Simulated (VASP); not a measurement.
Wanted: the native input for a VASP 6.6.1 run.

```yaml
Task: electric field gradients
Functional: PBE
Potentials_or_basis: VASP PAW PBE potentials, release 64 (Li_sv)
Cutoff: 520 eV
k_mesh: 15 × 15 × 8
Occupations: fermi-dirac, width 0.08 eV
Spin: no spin polarisation
Dipole_correction: no
Further_INCAR_settings: ALGO = Normal; EDIFF = 1e-08; NBANDS = 10
```

The structure of Li lies in POSCAR:

```
Li
1.0
    3.1587441042      0.0000000000      0.0000000000
   -1.5793720521      2.7355526383      0.0000000000
    0.0000000000      0.0000000000      4.9402100000
Li
2
Direct
    0.3333333333      0.6666666667      0.2500000000
    0.6666666667      0.3333333333      0.7500000000
```

This isn't the form of Li at room conditions, which is bcc.

This cell differs from its parent crystal: z stretched by -3 % at fixed volume.

One way to write it, as run:

INCAR

```
PREC = Accurate ; ENCUT = 520
EDIFF = 1E-8 ; ISMEAR = -1
SIGMA = 0.08 ; LREAL = False
LASPH = True ; NELM = 100
ALGO = Normal ; ISIF = 2
LWAVE = False ; LCHARG = False
GGA = PE ; LEFG = True
NBANDS = 10
```

KPOINTS

```
Automatic mesh
0
Gamma
  15 15 8
```

Potentials or basis: VASP PAW PBE potentials, release 64 (Li_sv).

Command:

```sh
$ cat potpaw_PBE.64/Li_sv/POTCAR > POTCAR
$ mpirun -np 1 vasp_std > vasp.out
```

It gave:

```json
{
 "Band gap on the k mesh": "zero (bands 3 and 4 overlap by 4.32 eV)",
 "Largest electric field gradient by atom": "Li +0.20 V/Å²"
}
```

Caveat: without QUAD_EFG the Cq values of the log hold for a quadrupole moment of 1 mb, not for the nuclei.

Run time: 110 s on 1 thread of AMD EPYC 7R43 64-Core Processor (Zen 3), on a shared host, peak memory 0.13 GiB.
